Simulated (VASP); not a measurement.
# Pt2W (Immm) in VASP: single point with LDA

Aim: the single point of Pt2W with LDA.

All numbers are computed with VASP 6.6.1; they aren't measurements. Logs are shortened: lines on timing, memory, paths and dates and some standing lists are left out, and cuts for length are marked.

**1. The cell of the first run**

The structure is orthorhombic, space group Immm (No. 71). Conventional cell: a = 2.773 Å, b = 3.964 Å, c = 8.307 Å, α = 90.00°, β = 90.00°, γ = 90.00°. Within 3.6 Å of Pt (site symmetry mm2) lie 7 Pt at 2.71 to 2.82 Å and 5 W at 2.77 to 2.80 Å. Within 3.7 Å of W (site symmetry mmm) lie 2 W at 2.77 Å and 10 Pt at 2.77 to 2.80 Å.

**2. Single point, LDA**

Input file INCAR:

```
PREC = Accurate ; ENCUT = 520
EDIFF = 1E-6 ; ISMEAR = -1
SIGMA = 0.05 ; LREAL = False
LASPH = True ; NELM = 100
ALGO = Normal ; ISIF = 2
LWAVE = False ; LCHARG = True
GGA = CA ; LELF = True
LVHAR = True ; NBANDS = 24
```

Input file KPOINTS:

```
Automatic mesh
0
Gamma
  14 14 14
```

Input file POSCAR:

```
Pt2W
1.0
   -1.3863662500      1.9822029900      4.1532628050
    1.3863662500     -1.9822029900      4.1532628050
    1.3863662500      1.9822029900     -4.1532628050
Pt W
2 1
Direct
    0.6632247000      0.6632247000      0.0000000000
    0.3367753000      0.3367753000      0.0000000000
    0.0000000000      0.0000000000      0.0000000000
```

Potentials or basis: VASP PAW LDA potentials, release 64 (Pt, W_sv).

On the command line:

```
$ cat potpaw_LDA.64/Pt/POTCAR potpaw_LDA.64/W_sv/POTCAR > POTCAR
$ mpirun -np 1 vasp_std > vasp.out
```

OUTCAR:

```text
PREC = Accurate
   ENCUT = 520
   EDIFF = 1E-6
   ISMEAR = -1
   LREAL = False
   LASPH = True
   NELM = 100
   ISIF = 2
   GGA = CA

 ion  position               nearest neighbor table
   1  0.663  0.663  0.000-   2 2.71   3 2.77   3 2.77   3 2.77   3 2.77   3 2.80   2 2.82   2 2.82
                             2 2.82   2 2.82
   2  0.337  0.337  0.000-   1 2.71   3 2.77   3 2.77   3 2.77   3 2.77   3 2.80   1 2.82   1 2.82
                             1 2.82   1 2.82
   3  0.000  0.000  0.000-   1 2.77   1 2.77   2 2.77   2 2.77   1 2.77   1 2.77   2 2.77   2 2.77
                             1 2.80   2 2.80

  LATTYP: Found a body centered orthorhombic cell.
 ALAT       =     2.7727325000
 B/A-ratio  =     1.4297830678
 C/A-ratio  =     2.9957904738

  Lattice vectors:

 A1 = (  -1.3863662500,   1.9822029900,   4.1532628050)
 A2 = (   1.3863662500,  -1.9822029900,   4.1532628050)
 A3 = (   1.3863662500,   1.9822029900,  -4.1532628050)

Analysis of symmetry for initial positions (statically):
=====================================================================
 Subroutine PRICEL returns:
 Original cell was already a primitive cell.

 Routine SETGRP: Setting up the symmetry group for a
 body centered orthorhombic supercell.

 Subroutine GETGRP returns: Found  8 space group operations
 (whereof  8 operations were pure point group operations)
 out of a pool of  8 trial point group operations.

The static configuration has the point symmetry D_2h.

Analysis of symmetry for dynamics (positions and initial velocities):
=====================================================================
 Subroutine PRICEL returns:
 Original cell was already a primitive cell.

 Routine SETGRP: Setting up the symmetry group for a
 body centered orthorhombic supercell.

 Subroutine GETGRP returns: Found  8 space group operations
 (whereof  8 operations were pure point group operations)
 out of a pool of  8 trial point group operations.

The dynamic configuration has the point symmetry D_2h.

 Subroutine INISYM returns: Found  8 space group operations
 (whereof  8 operations are pure point group operations),
 and found     1 'primitive' translations

----------------------------------------------------------------------------------------

                                     Primitive cell

  volume of cell :      45.6537

  direct lattice vectors                    reciprocal lattice vectors
    -1.386366250  1.982202990  4.153262805     0.000000000  0.252244600  0.120387277
     1.386366250 -1.982202990  4.153262805     0.360655058  0.000000000  0.120387277
     1.386366250  1.982202990 -4.153262805     0.360655058  0.252244600  0.000000000

  length of vectors
     4.806322087  4.806322087  4.806322087     0.279500330  0.380217263  0.440112950

  position of ions in fractional coordinates (direct lattice)
     0.663224700  0.663224700  0.000000000
     0.336775300  0.336775300  0.000000000
     0.000000000  0.000000000  0.000000000

  ion indices of the primitive-cell ions
   primitive index   ion index
                 1           1
                 2           2
                 3           3

----------------------------------------------------------------------------------------

 KPOINTS: Automatic mesh

Automatic generation of k-mesh.
 Grid dimensions read from file:
 generate k-points for:   14   14   14

 Generating k-lattice:

  Cartesian coordinates                     Fractional coordinates (reciprocal lattice)
     0.000000000  0.018017471  0.008599091     0.071428571 -0.000000000  0.000000000
     0.025761076  0.000000000  0.008599091     0.000000000  0.071428571  0.000000000
     0.025761076  0.018017471  0.000000000     0.000000000 -0.000000000  0.071428571

  Length of vectors
     0.019964309  0.027158376  0.031436639

  Shift w.r.t. Gamma in fractional coordinates (k-lattice)
     0.000000000  0.000000000  0.000000000

 Subroutine IBZKPT returns following result:
 ===========================================

 Found    428 irreducible k-points:

 Following reciprocal coordinates:
            Coordinates               Weight
  0.000000  0.000000  0.000000      1.000000
  0.071429 -0.000000  0.000000      4.000000
  0.142857  0.000000 -0.000000      4.000000
  0.214286  0.000000 -0.000000      4.000000
  0.285714 -0.000000  0.000000      4.000000
  0.357143 -0.000000  0.000000      4.000000
[... 16 lines left out ...]
  0.000000  0.142857 -0.000000      4.000000
  0.071429  0.142857  0.000000      8.000000
 [... further k-points ...]
   k-points           NKPTS =    428   k-points in BZ     NKDIM =    428   number of bands    NBANDS=     24
   number of dos      NEDOS =    301   number of ions     NIONS =      3
   total plane-waves  NPLWV =  46656
   dimension x,y,z NGX =    36 NGY =   36 NGZ =   36
   dimension x,y,z NGXF=    72 NGYF=   72 NGZF=   72
   ions per type =               2   1
   NGX,Y,Z   is equivalent  to a cutoff of  12.45, 12.45, 12.45 a.u.
   NGXF,Y,Z  is equivalent  to a cutoff of  24.90, 24.90, 24.90 a.u.
 SYSTEM =  unknown system
   PREC   = accura    normal or accurate (medium, high low for compatibility)
   ISTART =      0    job   : 0-new  1-cont  2-samecut
   ICHARG =      2    charge: 1-file 2-atom 10-const
   ISPIN  =      1    spin polarized calculation?
   LNONCOLLINEAR =      F non collinear calculations
   LSORBIT =      F    spin-orbit coupling
   LASPH  =      T    aspherical Exc in radial PAW
   ENCUT  =  520.0 eV  38.22 Ry    6.18 a.u.   8.94  8.94  8.94*2*pi/ulx,y,z
   NELM   =    100;   NELMIN=  2; NELMDL= -5     # of ELM steps
   EDIFF  = 0.1E-05   stopping-criterion for ELM
   LREAL  =      F    real-space projection
   EDIFFG = 0.1E-04   stopping-criterion for IOM
   NSW    =      0    number of steps for IOM
   IBRION =     -1    ionic relax: 0-MD 1-quasi-New 2-CG
   NFREE  =      0    steps in history (QN), initial steepest desc. (CG)
   ISIF   =      2    stress and relaxation
   ISYM   =      2    0-nonsym 1-usesym 2-fastsym
   POTIM  = 0.5000    time-step for ionic-motion
   TEBEG  =    0.0;   TEEND  =   0.0 temperature during run
   PSTRESS=    0.0 pullay stress
   NELECT =      34.0000    total number of electrons
   NUPDOWN=      -1.0000    fix difference up-down
   EMIN   =  10.00;   EMAX   =-10.00  energy-range for DOS
   EFERMI =   0.00;   METHOD = LEGACY
   ISMEAR =    -1;   SIGMA  =   0.05  broadening in eV -4-tet -1-fermi 0-gaus
   EFERMI_NEDOS =   21; number of points for ismear=-14 and -15
   IALGO  =     38    algorithm
   IMIX   =      4    mixing-type and parameters
     AMIX     =   0.40;   BMIX     =  1.00
     AMIX_MAG =   1.60;   BMIX_MAG =  1.00
  volume/ion in A,a.u.               =      15.22       102.70
  Fermi-wavevector in a.u.,A,eV,Ry     =   1.483916  2.804195 29.960118  2.202007
  Thomas-Fermi vector in A             =   2.597518
   LORBIT       =      0    0 simple, 1 ext, 2 COOP (PROOUT), +10 PAW based schemes
   GGA     = CA    functional components
   LHFCALC =     F    Hartree Fock is set to
   AEXX    =    0.0000 exact exchange contribution
   IVDW    =     0    specifies the selected vdW correction
   LEPSILON=     F    determine dielectric tensor
   LRPA    =     F    only Hartree local field effects (RPA)
 non-spin polarized calculation
  energy-cutoff  :      520.00
  volume of cell :       45.65
 maximum number of plane-waves:      1250
   NGX = 17   NGY = 17   NGZ = 17

 number of electron      34.0000000 magnetization

 Free energy of the ion-electron system (eV)
  ---------------------------------------------------
  ext. energy  EPLUGINS =         0.00000000
  ---------------------------------------------------
  free energy    TOTEN  =       -30.22469938 eV

  energy without entropy =      -30.20808829  energy(sigma->0) =      -30.21639383

 E-fermi :  11.7197     XC(G=0): -13.7872

 val. band max:       11.7194520376   @ k =  -0.2857   0.3571   0.0714
 cond. band min:      11.7204123497   @ k =   0.2143   0.5000   0.0000
 fundamental gap:      0.0009603121
 Fermi energy:        11.7197415743

 k-point     1 :       0.0000    0.0000    0.0000
  band No.  band energies     occupation
      1     -62.4909      2.00000
      2     -27.0079      2.00000
      3     -26.9526      2.00000
      4     -26.4170      2.00000
      5       1.2408      2.00000
      6       5.4265      2.00000
[... 16 lines left out ...]
     23      20.5914      0.00000
     24      20.9973      0.00000

 k-point     2 :       0.0714   -0.0000    0.0000
  band No.  band energies     occupation
      1     -62.4909      2.00000
      2     -27.0078      2.00000
      3     -26.9535      2.00000
      4     -26.4170      2.00000
      5       1.3285      2.00000
      6       5.3887      2.00000
[... 16 lines left out ...]
     23      19.6416      0.00000
     24      20.2865      0.00000

 k-point     3 :       0.1429    0.0000   -0.0000
  band No.  band energies     occupation
      1     -62.4908      2.00000
      2     -27.0074      2.00000
      3     -26.9562      2.00000
      4     -26.4171      2.00000
      5       1.5868      2.00000
      6       5.2923      2.00000
[... 16 lines left out ...]
     23      18.1285      0.00000
     24      19.5023      0.00000
[... 514 lines left out ...]
 k-point    23 :       0.0000    0.1429   -0.0000
  band No.  band energies     occupation
      1     -62.4813      2.00000
      2     -26.9918      2.00000
      3     -26.9368      2.00000
      4     -26.5717      2.00000
      5       1.8678      2.00000
      6       5.7854      2.00000
[... 16 lines left out ...]
     23      20.3415      0.00000
     24      21.0674      0.00000

 k-point    24 :       0.0714    0.1429    0.0000
  band No.  band energies     occupation
      1     -62.4812      2.00000
      2     -26.9920      2.00000
      3     -26.9376      2.00000
      4     -26.5716      2.00000
      5       2.0097      2.00000
      6       5.7154      2.00000
[... 16 lines left out ...]
     23      19.5087      0.00000
     24      20.8133      0.00000

 [... further k-points ...]

------------------------ aborting loop because EDIFF is reached ----------------------------------------

  FORCE on cell =-STRESS in cart. coord.  units (eV):
  Direction    XX          YY          ZZ          XY          YZ          ZX
  --------------------------------------------------------------------------------------
  -------------------------------------------------------------------------------------
  Total       -2.4791849     -2.8103977     -2.6910363      0.0000000      0.0000000      0.0000000
  in kB      -87.0049571    -98.6285984    -94.4397068      0.0000000      0.0000000      0.0000000
  external PRESSURE =     -93.3577541 kB  Pullay stress =       0.0000000 kB

 VOLUME and BASIS-vectors are now :
 -----------------------------------------------------------------------------
  energy-cutoff  :      520.00
  volume of cell :       45.65
      direct lattice vectors                 reciprocal lattice vectors
    -1.386366250  1.982202990  4.153262805     0.000000000  0.252244600  0.120387277
     1.386366250 -1.982202990  4.153262805     0.360655058  0.000000000  0.120387277
     1.386366250  1.982202990 -4.153262805     0.360655058  0.252244600  0.000000000

 POSITION                                       TOTAL-FORCE (eV/Angst)
 -----------------------------------------------------------------------------------
      0.00000      0.00000      5.50909        -0.000000      0.000000     -0.031240
      0.00000      0.00000      2.79743         0.000000     -0.000000      0.031240
      0.00000      0.00000      0.00000         0.000000      0.000000      0.000000
 -----------------------------------------------------------------------------------
    total drift:                               -0.000000     -0.000000      0.000000

  FREE ENERGIE OF THE ION-ELECTRON SYSTEM (eV)
  ---------------------------------------------------
  free  energy   TOTEN  =       -30.2246993796 eV

  energy  without entropy=      -30.2080882877  energy(sigma->0) =      -30.21639383
```

Wall time 13 min (1 thread of Intel Xeon Platinum 8375C at 2.90GHz (Ice Lake), shared host); peak memory 0.52 GiB.

Results:

```
Free energy            : -30.2247 eV
Pressure               : -9.3 GPa
Largest force          : 0.031 eV/Å
Band gap on the k mesh : zero (bands 17 and 18 overlap by 2.32 eV)
```

Forces on the atoms (eV/Å):
```
Pt   0.000  0.000 -0.031
Pt   0.000  0.000  0.031
W    0.000  0.000  0.000
```

Levels at points of the mesh, in eV from the Fermi level:
| k point | band 14 | band 15 | band 16 | band 17 | band 18 | band 19 | band 20 | band 21 |
| --- | --- | --- | --- | --- | --- | --- | --- | --- |
| (0.00, 0.00, 0.00) | -2.49 | -2.18 | -2.12 | -1.30 | -0.80 | 1.44 | 2.53 | 3.95 |
| (0.50, 0.00, 0.00) | -2.35 | -2.21 | -1.65 | -1.09 | -0.55 | 0.89 | 1.61 | 2.22 |
| (0.00, 0.50, 0.00) | -1.68 | 0.15 | 0.44 | 0.76 | 1.59 | 1.66 | 1.93 | 2.39 |
| (0.50, 0.50, 0.00) | -2.68 | -0.66 | -0.57 | -0.44 | 0.63 | 1.22 | 3.13 | 4.88 |
| (0.50, 0.50, 0.50) | -2.23 | -2.02 | -1.84 | -0.99 | 1.59 | 1.80 | 1.84 | 2.33 |

Caveat: the cell stands under tension; spin-orbit coupling is left out, which moves the levels of the heavy elements.
